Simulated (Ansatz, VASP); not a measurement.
SiC in VASP and in Ansatz

INCAR

```
ALGO = Normal
EDIFF = 1E-6
ENCUT = 520
GGA = PE
ISIF = 2
ISMEAR = 0
LASPH = True
LCHARG = False
LREAL = False
LWAVE = False
NBANDS = 11
NELM = 60
PREC = Accurate
SIGMA = 0.05
```

The input KPOINTS:

```
k-points
0
Gamma
  10 10 10
```

File POSCAR:

```
SiC
1.0
    0.0000000000      2.1898640950      2.1898640950
    2.1898640950      0.0000000000      2.1898640950
    2.1898640950      2.1898640950      0.0000000000
Si C
1 1
Direct
    0.0000000000      0.0000000000      0.0000000000
    0.7842487007      0.7842487007      0.6188813452
```

Input for Ansatz:

```yaml
crystal:
  lattice:
    - [0.0, 2.189864095, 2.189864095]
    - [2.189864095, 0.0, 2.189864095]
    - [2.189864095, 2.189864095, 0.0]
  atoms:
    - { symbol: Si, position: [0.0, 0.0, 0.0] }
    - { symbol: C, position: [0.7842487007, 0.7842487007, 0.6188813452] }
basis:
  ecutwfc: 420
kpoints:
  mp_grid: { grid: [10, 10, 10] }
hamiltonian:
  xc: pbe
scf:
  occupations: { method: gaussian, width: 0.05 }
output:
  forces: true
  stress: true
  eigenvalues: true
```

Alike in both runs: task single point; functional PBE; k mesh 10 × 10 × 10; occupations gaussian, width 0.05 eV; no spin polarisation.

|  | VASP | Ansatz |
| --- | --- | --- |
| version | VASP 6.6.1 | Ansatz 0.2.0 |
| potentials or method | VASP PAW PBE potentials, release 64 (Si, C), cutoff 520 eV | scalar-relativistic, plane waves, PAW |
| valence electrons in the cell | 8 | 8 |

|  | VASP | Ansatz | Ansatz less VASP |
| --- | --- | --- | --- |
| gap on the k mesh at the Fermi level (eV) | 0.29 | 0.30 | +0.005 |
| least direct gap on the mesh (eV) | 3.86 | 3.86 | +0.003 |
| pressure (GPa) | 20.8 | 21.0 | +0.18 |
| traceless stress, the component that is largest in VASP (GPa) | -28.40 | -28.47 | -0.074 |
| rms of the force components (eV/Å) | 6.837 | 6.848 | +0.0109 |

Atom by atom the forces differ by 0.011 eV/Å (rms over components). With one functional, cell and mesh, what is left measures potentials, basis and numerics.
